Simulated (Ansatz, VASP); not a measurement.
**LaSc: VASP beside Ansatz**

```
La Sc
1.0
     4.02547    0.00000    0.00000
     0.00000    4.02547    0.00000
     0.00000    0.00000    4.02547
La Sc
1 1
Direct
  0.00000 0.00000 0.00000
  0.50000 0.50000 0.50000
```

Alike in both runs: task single point; functional PBE; k mesh 14 × 14 × 14; occupations gaussian, width 0.1 eV; no spin polarisation.

```csv
,VASP,Ansatz
version,VASP 6.6.1,Ansatz 0.2.0
potentials or method,"VASP PAW PBE potentials, release 64 (La, Sc_sv), cutoff 520 eV","scalar-relativistic, plane waves, PAW"
valence electrons in the cell,22,22
```

```csv
,VASP,Ansatz,Ansatz less VASP
gap on the k mesh at the Fermi level (eV),none,none,-
pressure (GPa),-1.9,-1.9,-0.02
```

A gap of «none» marks a metal or a gap that the smearing closes.

Spin-orbit coupling is off throughout.
